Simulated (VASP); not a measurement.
# BAs (F-43m) in VASP: notebook

Runs on BAs. Level: PBEsol+D4. Tasks: single point.

Program: VASP 6.6.1. These are calculated values, not measurements. Logs are shortened: lines on timing, memory, paths and dates and some standing lists are left out, and cuts for length are marked.

**1. The cell of the first run**

It takes space group F-43m (No. 216, cubic). The conventional cell has a = 4.777 Å, b = 4.777 Å, c = 4.777 Å, α = 90.00°, β = 90.00°, γ = 90.00°. Within 2.7 Å of B (site symmetry -43m) lie 4 As at 2.07 Å. Within 2.7 Å of As (site symmetry -43m) lie 4 B at 2.07 Å.

**2. Single point, PBEsol+D4**

INCAR

```
PREC     = Accurate       # precision mode
ENCUT    = 520            # plane-wave cutoff, eV
EDIFF    = 1E-6           # SCF threshold, eV
ISMEAR   = 0              # smearing method
SIGMA    = 0.01           # smearing width, eV
LREAL    = F              # projectors in reciprocal space
LASPH    = T              # aspherical terms in the spheres
NELM     = 100            # most SCF steps
ALGO     = Normal         # electronic algorithm
ISIF     = 2              # what is computed and relaxed
LWAVE    = F              # write WAVECAR
LCHARG   = F              # write CHGCAR
GGA      = PS             # functional
IVDW     = 13             # dispersion correction
NBANDS   = 11             # bands
```

KPOINTS

```
Automatic mesh
0
Gamma
  8 8 8
```

POSCAR

```
BAs
1.0
    0.0000000000      2.3885000000      2.3885000000
    2.3885000000      0.0000000000      2.3885000000
    2.3885000000      2.3885000000      0.0000000000
B As
1 1
Direct
    0.0000000000      0.0000000000      0.0000000000
    0.2500000000      0.2500000000      0.2500000000
```

Potentials or basis: VASP PAW PBE potentials, release 64 (B, As).

On the command line:

```sh
$ cat potpaw_PBE.64/B/POTCAR potpaw_PBE.64/As/POTCAR > POTCAR
$ mpirun -np 1 vasp_std > vasp.out
```

OUTCAR:

```text
PREC = Accurate
   ENCUT = 520
   EDIFF = 1E-6
   ISMEAR = 0
   LREAL = F
   LASPH = T
   NELM = 100
   ISIF = 2
   GGA = PS
   IVDW = 13

 ion  position               nearest neighbor table
   1  0.000  0.000  0.000-   2 2.07   2 2.07   2 2.07   2 2.07
   2  0.250  0.250  0.250-   1 2.07   1 2.07   1 2.07   1 2.07

  LATTYP: Found a face centered cubic cell.
 ALAT       =     4.7770000000

  Lattice vectors:

 A1 = (   0.0000000000,   2.3885000000,   2.3885000000)
 A2 = (   2.3885000000,   0.0000000000,   2.3885000000)
 A3 = (   2.3885000000,   2.3885000000,   0.0000000000)

Analysis of symmetry for initial positions (statically):
=====================================================================
 Subroutine PRICEL returns:
 Original cell was already a primitive cell.

 Routine SETGRP: Setting up the symmetry group for a
 face centered cubic supercell.

 Subroutine GETGRP returns: Found 24 space group operations
 (whereof 24 operations were pure point group operations)
 out of a pool of 48 trial point group operations.

The static configuration has the point symmetry T_d .

Analysis of symmetry for dynamics (positions and initial velocities):
=====================================================================
 Subroutine PRICEL returns:
 Original cell was already a primitive cell.

 Routine SETGRP: Setting up the symmetry group for a
 face centered cubic supercell.

 Subroutine GETGRP returns: Found 24 space group operations
 (whereof 24 operations were pure point group operations)
 out of a pool of 48 trial point group operations.

The dynamic configuration has the point symmetry T_d .

 Subroutine INISYM returns: Found 24 space group operations
 (whereof 24 operations are pure point group operations),
 and found     1 'primitive' translations

----------------------------------------------------------------------------------------

                                     Primitive cell

  volume of cell :      27.2525

  direct lattice vectors                    reciprocal lattice vectors
     0.000000000  2.388500000  2.388500000    -0.209336404  0.209336404  0.209336404
     2.388500000  0.000000000  2.388500000     0.209336404 -0.209336404  0.209336404
     2.388500000  2.388500000  0.000000000     0.209336404  0.209336404 -0.209336404

  length of vectors
     3.377849094  3.377849094  3.377849094     0.362581287  0.362581287  0.362581287

  position of ions in fractional coordinates (direct lattice)
     0.000000000  0.000000000  0.000000000
     0.250000000  0.250000000  0.250000000

  ion indices of the primitive-cell ions
   primitive index   ion index
                 1           1
                 2           2

----------------------------------------------------------------------------------------

 KPOINTS: Automatic mesh

Automatic generation of k-mesh.
 Grid dimensions read from file:
 generate k-points for:    8    8    8

 Generating k-lattice:

  Cartesian coordinates                     Fractional coordinates (reciprocal lattice)
    -0.026167050  0.026167050  0.026167050     0.125000000  0.000000000  0.000000000
     0.026167050 -0.026167050  0.026167050     0.000000000  0.125000000  0.000000000
     0.026167050  0.026167050 -0.026167050     0.000000000  0.000000000  0.125000000

  Length of vectors
     0.045322661  0.045322661  0.045322661

  Shift w.r.t. Gamma in fractional coordinates (k-lattice)
     0.000000000  0.000000000  0.000000000

 Subroutine IBZKPT returns following result:
 ===========================================

 Found     29 irreducible k-points:

 Following reciprocal coordinates:
            Coordinates               Weight
  0.000000  0.000000  0.000000      1.000000
  0.125000  0.000000  0.000000      8.000000
  0.250000  0.000000  0.000000      8.000000
  0.375000  0.000000  0.000000      8.000000
  0.500000  0.000000  0.000000      4.000000
  0.125000  0.125000  0.000000      6.000000
[... 16 lines left out ...]
  0.500000  0.250000  0.125000     48.000000
 -0.375000  0.250000  0.125000     24.000000
 [... further k-points ...]
   k-points           NKPTS =     29   k-points in BZ     NKDIM =     29   number of bands    NBANDS=     11
   number of dos      NEDOS =    301   number of ions     NIONS =      2
   total plane-waves  NPLWV =  21952
   dimension x,y,z NGX =    28 NGY =   28 NGZ =   28
   dimension x,y,z NGXF=    56 NGYF=   56 NGZF=   56
   ions per type =               1   1
   NGX,Y,Z   is equivalent  to a cutoff of  13.78, 13.78, 13.78 a.u.
   NGXF,Y,Z  is equivalent  to a cutoff of  27.56, 27.56, 27.56 a.u.
 SYSTEM =  unknown system
   PREC   = accura    normal or accurate (medium, high low for compatibility)
   ISTART =      0    job   : 0-new  1-cont  2-samecut
   ICHARG =      2    charge: 1-file 2-atom 10-const
   ISPIN  =      1    spin polarized calculation?
   LNONCOLLINEAR =      F non collinear calculations
   LSORBIT =      F    spin-orbit coupling
   LASPH  =      T    aspherical Exc in radial PAW
   ENCUT  =  520.0 eV  38.22 Ry    6.18 a.u.   6.28  6.28  6.28*2*pi/ulx,y,z
   NELM   =    100;   NELMIN=  2; NELMDL= -5     # of ELM steps
   EDIFF  = 0.1E-05   stopping-criterion for ELM
   LREAL  =      F    real-space projection
   EDIFFG = 0.1E-04   stopping-criterion for IOM
   NSW    =      0    number of steps for IOM
   IBRION =     -1    ionic relax: 0-MD 1-quasi-New 2-CG
   NFREE  =      0    steps in history (QN), initial steepest desc. (CG)
   ISIF   =      2    stress and relaxation
   ISYM   =      2    0-nonsym 1-usesym 2-fastsym
   POTIM  = 0.5000    time-step for ionic-motion
   TEBEG  =    0.0;   TEEND  =   0.0 temperature during run
   PSTRESS=    0.0 pullay stress
   NELECT =       8.0000    total number of electrons
   NUPDOWN=      -1.0000    fix difference up-down
   EMIN   =  10.00;   EMAX   =-10.00  energy-range for DOS
   EFERMI =   0.00;   METHOD = LEGACY
   ISMEAR =     0;   SIGMA  =   0.01  broadening in eV -4-tet -1-fermi 0-gaus
   EFERMI_NEDOS =   21; number of points for ismear=-14 and -15
   IALGO  =     38    algorithm
   IMIX   =      4    mixing-type and parameters
     AMIX     =   0.40;   BMIX     =  1.00
     AMIX_MAG =   1.60;   BMIX_MAG =  1.00
  volume/ion in A,a.u.               =      13.63        91.95
  Fermi-wavevector in a.u.,A,eV,Ry     =   1.088018  2.056057 16.106360  1.183784
  Thomas-Fermi vector in A             =   2.224191
   LORBIT       =      0    0 simple, 1 ext, 2 COOP (PROOUT), +10 PAW based schemes
   GGA     = PS    functional components
   LHFCALC =     F    Hartree Fock is set to
   AEXX    =    0.0000 exact exchange contribution
   IVDW    =    13    specifies the selected vdW correction
   LEPSILON=     F    determine dielectric tensor
   LRPA    =     F    only Hartree local field effects (RPA)
 non-spin polarized calculation
 Gauss-broadening in eV      SIGMA  =   0.01
  energy-cutoff  :      520.00
  volume of cell :       27.25
 maximum number of plane-waves:       754
 NGX is ok and might be reduce to    28
   NGX = 13   NGY = 13   NGZ = 13

 number of electron       8.0000000 magnetization

 Free energy of the ion-electron system (eV)
  ---------------------------------------------------
  ext. energy  EPLUGINS =         0.00000000
  ---------------------------------------------------
  free energy    TOTEN  =       -12.20156187 eV

  energy without entropy =      -12.20156187  energy(sigma->0) =      -12.20156187

 E-fermi :   6.1292     XC(G=0): -10.7307

 val. band max:        6.0449891948   @ k =   0.0000   0.0000   0.0000
 cond. band min:       7.1369243884   @ k =   0.3750   0.3750   0.0000
 fundamental gap:      1.0919351935
 Fermi energy:         6.1291935874

 k-point     1 :       0.0000    0.0000    0.0000
  band No.  band energies     occupation
      1      -9.3924      2.00000
      2       6.0450      2.00000
      3       6.0450      2.00000
      4       6.0450      2.00000
      5       9.2844      0.00000
      6       9.2844      0.00000
      7       9.2844      0.00000
      8      10.7268      0.00000
      9      15.3910      0.00000
     10      18.9750      0.00000
     11      18.9750      0.00000

 k-point     2 :       0.1250    0.0000    0.0000
  band No.  band energies     occupation
      1      -9.1358      2.00000
      2       4.0665      2.00000
      3       5.6024      2.00000
      4       5.6024      2.00000
      5       9.4002      0.00000
      6       9.8655      0.00000
      7       9.8655      0.00000
      8      11.9917      0.00000
      9      16.3567      0.00000
     10      17.5853      0.00000
     11      17.5853      0.00000

 k-point     3 :       0.2500    0.0000    0.0000
  band No.  band energies     occupation
      1      -8.3883      2.00000
      2       1.0794      2.00000
      3       4.8885      2.00000
      4       4.8885      2.00000
      5       9.0702      0.00000
      6      10.6607      0.00000
      7      10.6607      0.00000
      8      13.8915      0.00000
      9      17.1329      0.00000
     10      17.1936      0.00000
     11      17.1936      0.00000

 k-point     4 :       0.3750    0.0000    0.0000
  band No.  band energies     occupation
      1      -7.2768      2.00000
      2      -1.5116      2.00000
      3       4.3884      2.00000
      4       4.3884      2.00000
      5       8.7946      0.00000
      6      10.8260      0.00000
      7      10.8260      0.00000
      8      14.7444      0.00000
      9      17.6951      0.00000
     10      18.6589      0.00000
     11      18.6589      0.00000
[... 239 lines left out ...]
 k-point    22 :       0.3750    0.2500    0.1250
  band No.  band energies     occupation
      1      -7.7346      2.00000
      2       0.8358      2.00000
      3       2.2935      2.00000
      4       4.0086      2.00000
      5       9.2106      0.00000
      6      11.2393      0.00000
      7      11.8886      0.00000
      8      13.1992      0.00000
      9      16.7113      0.00000
     10      19.2464      0.00000
     11      20.1374      0.00000

 k-point    23 :       0.5000    0.2500    0.1250
  band No.  band energies     occupation
      1      -6.6622      2.00000
      2      -1.1408      2.00000
      3       1.5729      2.00000
      4       3.2849      2.00000
      5       9.8307      0.00000
      6      11.0493      0.00000
      7      12.5076      0.00000
      8      14.0680      0.00000
      9      17.3726      0.00000
     10      19.2823      0.00000
     11      21.4252      0.00000

 k-point    24 :      -0.3750    0.2500    0.1250
  band No.  band energies     occupation
      1      -5.9346      2.00000
      2      -2.2751      2.00000
      3       1.4535      2.00000
      4       2.9449      2.00000
      5       9.9473      0.00000
      6      10.7347      0.00000
      7      13.4764      0.00000
      8      15.0153      0.00000
      9      16.2814      0.00000
     10      20.1581      0.00000
     11      21.1329      0.00000

 [... further k-points ...]

------------------------ aborting loop because EDIFF is reached ----------------------------------------

  DFT-D4 for vdW energy calculation

  Edisp (eV):   -0.42420

  FORCE on cell =-STRESS in cart. coord.  units (eV):
  Direction    XX          YY          ZZ          XY          YZ          ZX
  --------------------------------------------------------------------------------------
  -------------------------------------------------------------------------------------
  Total      -0.41413    -0.41413    -0.41413    -0.00000     0.00000    -0.00000
  in kB     -24.34654   -24.34654   -24.34654    -0.00000     0.00000    -0.00000
  external pressure =      -24.35 kB  Pullay stress =        0.00 kB

 VOLUME and BASIS-vectors are now :
 -----------------------------------------------------------------------------
  energy-cutoff  :      520.00
  volume of cell :       27.25
      direct lattice vectors                 reciprocal lattice vectors
     0.000000000  2.388500000  2.388500000    -0.209336404  0.209336404  0.209336404
     2.388500000  0.000000000  2.388500000     0.209336404 -0.209336404  0.209336404
     2.388500000  2.388500000  0.000000000     0.209336404  0.209336404 -0.209336404

 POSITION                                       TOTAL-FORCE (eV/Angst)
 -----------------------------------------------------------------------------------
      0.00000      0.00000      0.00000         0.000000     -0.000000     -0.000000
      1.19425      1.19425      1.19425        -0.000000      0.000000      0.000000
 -----------------------------------------------------------------------------------
    total drift:                               -0.000000     -0.000000     -0.000000

  FREE ENERGIE OF THE ION-ELECTRON SYSTEM (eV)
  ---------------------------------------------------
  free  energy   TOTEN  =       -12.6257598722 eV

  energy  without entropy=      -12.6257598722  energy(sigma->0) =      -12.62575987
```

It took 7.9 s on 1 thread of Intel Xeon 6975P-C, shared host; peak memory 0.16 GiB.

Results:

```yaml
Free_energy: -12.6258 eV
Pressure: -2.4 GPa
Band_gap_on_the_k_mesh: 1.09 eV, indirect (least direct gap 3.24 eV)
Dispersion_energy_per_atom: -0.212 eV
```

Levels at points of the mesh, in eV from the valence-band top:
| k point | band 2 | band 3 | band 4 | band 5 | band 6 | band 7 |
| --- | --- | --- | --- | --- | --- | --- |
| (0.00, 0.00, 0.00) | 0.00 | 0.00 | 0.00 | 3.24 | 3.24 | 3.24 |
| (0.50, 0.00, 0.00) | -8.83 | -1.83 | -1.83 | 2.65 | 4.73 | 4.73 |
| (0.50, 0.50, 0.00) | -8.53 | -4.11 | -4.11 | 1.31 | 1.34 | 11.34 |

Caveat: the PAW data sets were made with another functional, which shifts forces and pressure a little. Expect the measured gap to be larger: semilocal functionals such as PBEsol lack the derivative discontinuity.

**3. Single point, PBEsol+D4**

INCAR

```
SYSTEM = BAs
  PREC = Accurate
  ENCUT = 520
  EDIFF = 1E-6
  ISMEAR = 0
  SIGMA = 0.01
  LREAL = .FALSE.
  LASPH = .TRUE.
  NELM = 80
  ALGO = Normal
  ISIF = 2
  LWAVE = .FALSE.
  LCHARG = .FALSE.
  GGA = PS
  IVDW = 13
  NBANDS = 11
```

KPOINTS

```
regular mesh
0
G
  8 8 8
  0 0 0
```

POSCAR is that of step 2.

Potentials or basis: VASP PAW PBE potentials, release 64 (B, As).

On the command line:

```sh
$ cat potpaw_PBE.64/B/POTCAR potpaw_PBE.64/As/POTCAR > POTCAR
$ mpirun -np 1 vasp_std > vasp.out
```

Wall time 7.1 s (1 thread of Intel Xeon 6975P-C, shared host); peak memory 0.15 GiB.

Results (log left out):

```yaml
Free_energy: -12.6258 eV
Pressure: -2.4 GPa
Band_gap_on_the_k_mesh: 1.09 eV, indirect (least direct gap 3.24 eV)
Dispersion_energy_per_atom: -0.212 eV
```

Levels at points of the mesh, in eV from the valence-band top:
| k point | band 2 | band 3 | band 4 | band 5 | band 6 | band 7 |
| --- | --- | --- | --- | --- | --- | --- |
| (0.00, 0.00, 0.00) | 0.00 | 0.00 | 0.00 | 3.24 | 3.24 | 3.24 |
| (0.50, 0.00, 0.00) | -8.83 | -1.83 | -1.83 | 2.65 | 4.73 | 4.73 |
| (0.50, 0.50, 0.00) | -8.53 | -4.11 | -4.11 | 1.31 | 1.34 | 11.34 |

Caveat: the PAW data sets were made with another functional, which shifts forces and pressure a little.
